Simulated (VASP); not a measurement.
# FeO (I4/mmm) in VASP: single point with r2SCAN+U

Aim: the single point of FeO with r2SCAN+U.

Everything below comes from runs of VASP 6.6.1. Logs are shortened: lines on timing, memory, paths and dates and some standing lists are left out, and cuts for length are marked.

### Step 1. The cell of the first run

Symmetry: I4/mmm, No. 139, tetragonal system. The conventional cell has a = 3.246 Å, b = 3.246 Å, c = 4.222 Å, α = 90.00°, β = 90.00°, γ = 90.00°. Within 2.8 Å of Fe (site symmetry 4/mmm) lie 6 O at 2.11 to 2.30 Å. Within 2.8 Å of O (site symmetry 4/mmm) lie 6 Fe at 2.11 to 2.30 Å.

### Step 2. Single point, r2SCAN+U, collinear spin, antiferromagnetic start

Input file POSCAR:

```
FeO
1.0
    2.6627513510     -1.6231862269      0.0000000000
    2.6627513510      1.6231862269      0.0000000000
   -1.3675924819      0.0000000000      5.1469091527
Fe O
2 2
Direct
    0.5000000000      0.5000000000      0.5000000000
    0.0000000000      0.0000000000      0.0000000000
    0.7500000000      0.7500000000      0.2500000000
    0.2500000000      0.2500000000      0.7500000000
```

Input file INCAR.step1:

```
PREC     = Accurate       # precision mode
ENCUT    = 520            # plane-wave cutoff, eV
ISMEAR   = 1              # smearing method
SIGMA    = 0.1            # smearing width, eV
LREAL    = F              # projectors in reciprocal space
LASPH    = T              # aspherical terms in the spheres
NELM     = 150            # most SCF steps
ISPIN    = 2              # spin polarisation
MAGMOM   = 2.4 -2.4 0 0   # initial moments
LMAXMIX  = 4              # l up to which the mixer works
LDAU     = T              # DFT+U
LDAUTYPE = 2            
LDAUL    = 2 -1           # shell
LDAUU    = 2 0            # U, eV
LDAUJ    = 0 0          
NBANDS   = 26             # bands
GGA      = PE             # functional
ALGO     = Normal         # electronic algorithm
EDIFF    = 1E-4           # SCF threshold, eV
LWAVE    = T              # write WAVECAR
LCHARG   = F              # write CHGCAR
```

Input file INCAR.step2:

```
PREC     = Accurate       # precision mode
ENCUT    = 520            # plane-wave cutoff, eV
EDIFF    = 1E-6           # SCF threshold, eV
ISMEAR   = 1              # smearing method
SIGMA    = 0.1            # smearing width, eV
LREAL    = F              # projectors in reciprocal space
LASPH    = T              # aspherical terms in the spheres
NELM     = 150            # most SCF steps
ALGO     = Normal         # electronic algorithm
ISIF     = 2              # what is computed and relaxed
LWAVE    = F              # write WAVECAR
LCHARG   = F              # write CHGCAR
ISPIN    = 2              # spin polarisation
MAGMOM   = 2.4 -2.4 0 0   # initial moments
LORBIT   = 11             # projections on sites
LMAXMIX  = 4              # l up to which the mixer works
LDAU     = T              # DFT+U
LDAUTYPE = 2            
LDAUL    = 2 -1           # shell
LDAUU    = 2 0            # U, eV
LDAUJ    = 0 0          
LDAUPRINT= 1            
METAGGA  = R2SCAN         # meta-GGA
LMIXTAU  = T            
NBANDS   = 26             # bands
ISTART   = 1
```

Input file KPOINTS:

```
Automatic mesh
0
Gamma
  8 8 5
```

Potentials or basis: VASP PAW PBE potentials, release 64 (Fe, O).

On the command line:

```console
$ cat potpaw_PBE.64/Fe/POTCAR potpaw_PBE.64/O/POTCAR > POTCAR
$ cp INCAR.step1 INCAR
$ mpirun -np 1 vasp_std > vasp.out
$ cp INCAR.step2 INCAR
$ mpirun -np 1 vasp_std > vasp.out
```

OUTCAR:

```text
PREC = Accurate
   ENCUT = 520
   EDIFF = 1E-6
   ISMEAR = 1
   LREAL = F
   LASPH = T
   NELM = 150
   ISIF = 2
   ISPIN = 2
   LORBIT = 11
   METAGGA = R2SCAN
   ISTART = 1

 ion  position               nearest neighbor table
   1  0.500  0.500  0.500-   3 2.11   4 2.11   4 2.30   4 2.30   3 2.30   3 2.30   2 3.12   2 3.12
                             2 3.12   2 3.12
   2  0.000  0.000  0.000-   3 2.11   4 2.11   3 2.30   3 2.30   4 2.30   4 2.30   1 3.12   1 3.12
                             1 3.12   1 3.12
   3  0.750  0.750  0.250-   1 2.11   2 2.11   1 2.30   1 2.30   2 2.30   2 2.30
   4  0.250  0.250  0.750-   1 2.11   2 2.11   2 2.30   2 2.30   1 2.30   1 2.30

  LATTYP: Found a base centered monoclinic cell.
 ALAT       =     5.3255027020
 B/A-ratio  =     0.6095898614
 C/A-ratio  =     1.0000000704
 COS(beta)  =    -0.2568006181

  Lattice vectors:

 A1 = (   2.6627513510,  -1.6231862269,   0.0000000000)
 A2 = (   2.6627513510,   1.6231862269,   0.0000000000)
 A3 = (  -1.3675924819,   0.0000000000,   5.1469091527)

Analysis of symmetry for initial positions (statically):
=====================================================================
 Subroutine PRICEL returns following result:

  LATTYP: Found a body centered tetragonal cell.
 ALAT       =     3.2463720958
 C/A-ratio  =     1.3004106660
[... 12 lines left out ...]
 Subroutine GETGRP returns: Found  4 space group operations
 (whereof  4 operations were pure point group operations)
 out of a pool of  4 trial point group operations.

The static configuration has the point symmetry C_2h.

Analysis of symmetry for dynamics (positions and initial velocities):
=====================================================================
 Subroutine PRICEL returns following result:

  LATTYP: Found a body centered tetragonal cell.
 ALAT       =     3.2463720958
 C/A-ratio  =     1.3004106660
[... 12 lines left out ...]
 Subroutine GETGRP returns: Found  4 space group operations
 (whereof  4 operations were pure point group operations)
 out of a pool of  4 trial point group operations.

The dynamic configuration has the point symmetry C_2h.

Analysis of structural, dynamic, and magnetic symmetry:
=====================================================================
 Subroutine PRICEL returns following result:

  LATTYP: Found a body centered tetragonal cell.
 ALAT       =     3.2463720958
 C/A-ratio  =     1.3004106660
[... 12 lines left out ...]
 Subroutine GETGRP returns: Found  4 space group operations
 (whereof  4 operations were pure point group operations)
 out of a pool of  4 trial point group operations.

The overall configuration has the point symmetry C_2h.

 Subroutine INISYM returns: Found  4 space group operations
 (whereof  4 operations are pure point group operations),
 and found     2 'primitive' translations

----------------------------------------------------------------------------------------

                                     Primitive cell

  volume of cell :      22.2457

  direct lattice vectors                    reciprocal lattice vectors
    -0.683796241  1.623186227  2.573454576     0.000000000  0.000000000  0.388582728
    -2.662751351 -1.623186227  0.000000000    -0.187775700 -0.308036128  0.144397218
[... 145 lines left out ...]
 -0.0000  0.0000  0.3504  0.2465  0.3583
 -0.0000 -0.0000  0.2465  0.3054  0.2290
  0.0000 -0.0000  0.3583  0.2290  0.4580

 occupancies and eigenvectors

  o =  0.0306  v =  0.0000  0.0000  0.0000  0.0000  0.0000  0.0000 -0.0000  0.8042 -0.2880 -0.5199      0.0000  0.0000  0.0000  0.0000  0.0000  0.0000  0.0000  0.0000  0.0000  0.0000
  o =  0.0307  v =  0.0000  0.0000  0.0000  0.0000  0.0000  0.7408 -0.6717 -0.0000  0.0000  0.0000      0.0000  0.0000  0.0000  0.0000  0.0000  0.0000  0.0000  0.0000  0.0000  0.0000
  o =  0.0695  v =  0.0000  0.0000  0.0000  0.0000  0.0000 -0.6717 -0.7408  0.0000 -0.0000 -0.0000      0.0000  0.0000  0.0000  0.0000  0.0000  0.0000  0.0000  0.0000  0.0000  0.0000
  o =  0.1408  v =  0.0000  0.0000  0.0000  0.0000  0.0000  0.0000 -0.0000  0.0525 -0.8369  0.5449      0.0000  0.0000  0.0000  0.0000  0.0000  0.0000  0.0000  0.0000  0.0000  0.0000
  o =  0.9424  v =  0.0000  0.0000  0.0000  0.0000  0.0000 -0.0000 -0.0000  0.5920  0.4655  0.6579      0.0000  0.0000  0.0000  0.0000  0.0000  0.0000  0.0000  0.0000  0.0000  0.0000
  o =  0.9559  v = -0.0000  0.0000  0.5702  0.4706  0.6733  0.0000  0.0000  0.0000  0.0000  0.0000      0.0000  0.0000  0.0000  0.0000  0.0000  0.0000  0.0000  0.0000  0.0000  0.0000
  o =  0.9605  v = -0.8219  0.5696  0.0000 -0.0000 -0.0000  0.0000  0.0000  0.0000  0.0000  0.0000      0.0000  0.0000  0.0000  0.0000  0.0000  0.0000  0.0000  0.0000  0.0000  0.0000
  o =  0.9605  v =  0.0000 -0.0000  0.8195 -0.2686 -0.5062  0.0000  0.0000  0.0000  0.0000  0.0000      0.0000  0.0000  0.0000  0.0000  0.0000  0.0000  0.0000  0.0000  0.0000  0.0000
  o =  0.9844  v = -0.5696 -0.8219  0.0000 -0.0000  0.0000  0.0000  0.0000  0.0000  0.0000  0.0000      0.0000  0.0000  0.0000  0.0000  0.0000  0.0000  0.0000  0.0000  0.0000  0.0000
  o =  0.9988  v =  0.0000  0.0000  0.0573 -0.8404  0.5389  0.0000  0.0000  0.0000  0.0000  0.0000      0.0000  0.0000  0.0000  0.0000  0.0000  0.0000  0.0000  0.0000  0.0000  0.0000

atom =   2  type =  1  l = 2

 onsite density matrix

spin component  1

  0.0482  0.0193 -0.0000 -0.0000 -0.0000
  0.0193  0.0520  0.0000 -0.0000  0.0000
 -0.0000  0.0000  0.3504  0.2465  0.3583
 -0.0000 -0.0000  0.2465  0.3054  0.2290
 -0.0000  0.0000  0.3583  0.2290  0.4580

spin component  2

  0.9683  0.0112  0.0000 -0.0000 -0.0000
  0.0112  0.9767 -0.0000 -0.0000  0.0000
  0.0000 -0.0000  0.9591 -0.0031 -0.0006
 -0.0000 -0.0000 -0.0031  0.9865 -0.0188
 -0.0000  0.0000 -0.0006 -0.0188  0.9695

 occupancies and eigenvectors

  o =  0.0306  v =  0.0000 -0.0000  0.8042 -0.2880 -0.5199  0.0000  0.0000  0.0000  0.0000  0.0000      0.0000  0.0000  0.0000  0.0000  0.0000  0.0000  0.0000  0.0000  0.0000  0.0000
  o =  0.0307  v =  0.7408 -0.6717 -0.0000  0.0000  0.0000  0.0000  0.0000  0.0000  0.0000  0.0000      0.0000  0.0000  0.0000  0.0000  0.0000  0.0000  0.0000  0.0000  0.0000  0.0000
  o =  0.0695  v = -0.6717 -0.7408  0.0000 -0.0000 -0.0000  0.0000  0.0000  0.0000  0.0000  0.0000      0.0000  0.0000  0.0000  0.0000  0.0000  0.0000  0.0000  0.0000  0.0000  0.0000
  o =  0.1408  v =  0.0000  0.0000  0.0525 -0.8369  0.5449  0.0000  0.0000  0.0000  0.0000  0.0000      0.0000  0.0000  0.0000  0.0000  0.0000  0.0000  0.0000  0.0000  0.0000  0.0000
  o =  0.9424  v = -0.0000  0.0000  0.5920  0.4655  0.6579  0.0000  0.0000  0.0000  0.0000  0.0000      0.0000  0.0000  0.0000  0.0000  0.0000  0.0000  0.0000  0.0000  0.0000  0.0000
  o =  0.9559  v =  0.0000  0.0000  0.0000  0.0000  0.0000 -0.0000  0.0000  0.5702  0.4706  0.6733      0.0000  0.0000  0.0000  0.0000  0.0000  0.0000  0.0000  0.0000  0.0000  0.0000
  o =  0.9605  v =  0.0000  0.0000  0.0000  0.0000  0.0000 -0.8219  0.5696  0.0000 -0.0000 -0.0000      0.0000  0.0000  0.0000  0.0000  0.0000  0.0000  0.0000  0.0000  0.0000  0.0000
  o =  0.9605  v =  0.0000  0.0000  0.0000  0.0000  0.0000 -0.0000  0.0000 -0.8195  0.2686  0.5062      0.0000  0.0000  0.0000  0.0000  0.0000  0.0000  0.0000  0.0000  0.0000  0.0000
  o =  0.9844  v =  0.0000  0.0000  0.0000  0.0000  0.0000 -0.5696 -0.8219  0.0000 -0.0000  0.0000      0.0000  0.0000  0.0000  0.0000  0.0000  0.0000  0.0000  0.0000  0.0000  0.0000
  o =  0.9988  v =  0.0000  0.0000  0.0000  0.0000  0.0000 -0.0000 -0.0000 -0.0573  0.8404 -0.5389      0.0000  0.0000  0.0000  0.0000  0.0000  0.0000  0.0000  0.0000  0.0000  0.0000

 number of electron      27.9999986 magnetization       0.0000000

 Free energy of the ion-electron system (eV)
  ---------------------------------------------------
  ext. energy  EPLUGINS =         0.00000000
  ---------------------------------------------------
  free energy    TOTEN  =       -44.28388192 eV

  energy without entropy =      -44.28583621  energy(sigma->0) =      -44.28453335

 E-fermi :   4.4606     XC(G=0): -12.0737

 val. band max:        4.3951172359   @ k =  -0.1250   0.2500   0.4000
 cond. band min:       5.4956356573   @ k =   0.0000   0.0000   0.0000
 fundamental gap:      1.1005184214
 Fermi energy:         4.4605927975

 spin component 1

 k-point     1 :       0.0000    0.0000    0.0000
  band No.  band energies     occupation
      1     -15.7830      1.00000
      2     -14.8633      1.00000
      3      -2.9605      1.00000
      4      -1.6274      1.00000
      5      -1.2382      1.00000
      6      -0.0079      1.00000
[... 1385 lines left out ...]
     25      19.4409      0.00000
     26      20.1023      0.00000

 [... further k-points ...]

------------------------ aborting loop because EDIFF is reached ----------------------------------------

  FORCE on cell =-STRESS in cart. coord.  units (eV):
  Direction    XX          YY          ZZ          XY          YZ          ZX
  --------------------------------------------------------------------------------------
  -------------------------------------------------------------------------------------
  Total       -3.9110255     -2.7768734     -4.0031461      0.0000000      0.0000000      1.1562562
  in kB     -140.8399210    -99.9979756   -144.1572726      0.0000000      0.0000000     41.6379377
  external PRESSURE =    -128.3317230 kB  Pullay stress =       0.0000000 kB

 VOLUME and BASIS-vectors are now :
 -----------------------------------------------------------------------------
  energy-cutoff  :      520.00
  volume of cell :       44.49
      direct lattice vectors                 reciprocal lattice vectors
     2.662751351 -1.623186227  0.000000000     0.187775700 -0.308036128  0.049894146
     2.662751351  1.623186227  0.000000000     0.187775700  0.308036128  0.049894146
    -1.367592482  0.000000000  5.146909153     0.000000000  0.000000000  0.194291364

 POSITION                                       TOTAL-FORCE (eV/Angst)
 -----------------------------------------------------------------------------------
      1.97896      0.00000      2.57345         0.000000     -0.000000     -0.000000
      0.00000      0.00000      0.00000        -0.000000      0.000000      0.000000
      3.65223      0.00000      1.28673         0.000000     -0.000000      0.000000
      0.30568      0.00000      3.86018         0.000000      0.000000      0.000000
 -----------------------------------------------------------------------------------
    total drift:                                0.000000     -0.000000     -0.000000

  FREE ENERGIE OF THE ION-ELECTRON SYSTEM (eV)
  ---------------------------------------------------
  free  energy   TOTEN  =       -44.2838819216 eV

  energy  without entropy=      -44.2858362065  energy(sigma->0) =      -44.28453335

 total charge

# of ion       s       p       d       tot
------------------------------------------
    1        0.257   0.305   6.055   6.618
    2        0.257   0.305   6.055   6.618
    3        1.557   3.449   0.000   5.006
    4        1.557   3.449   0.000   5.006
--------------------------------------------------
tot          3.628   7.508  12.111  23.247

 magnetization (x)

# of ion       s       p       d       tot
------------------------------------------
    1        0.021   0.010   3.644   3.675
    2       -0.021  -0.010  -3.644  -3.675
    3        0.000   0.000   0.000   0.000
    4        0.000   0.000   0.000   0.000
--------------------------------------------------
tot          0.000   0.000   0.000   0.000
```

Wall time 63 min (1 thread of AMD EPYC 7R43 (Zen 3), shared host); peak memory 0.26 GiB.

Results:

* Free energy: -44.2839 eV
* Pressure: -12.8 GPa
* Band gap on the k mesh: 1.10 eV
* Net moment: 0.00 μB per cell
* Site moments: Fe +3.67, -3.67; O +0.00 μB
* Valence electrons inside the program's atomic spheres: Fe 6.62; O 5.01

Eigenvalues of the final occupation matrices:
```
    site  spin  trace               eigenvalues
site 1 d     1   4.86  0.96 0.96 0.96 0.98 1.00
site 1 d     2   1.21  0.03 0.03 0.07 0.14 0.94
site 2 d     1   1.21  0.03 0.03 0.07 0.14 0.94
site 2 d     2   4.86  0.96 0.96 0.96 0.98 1.00
```

Caveat: the cell stands under tension; the PAW data sets were made with another functional, which shifts forces and pressure a little.
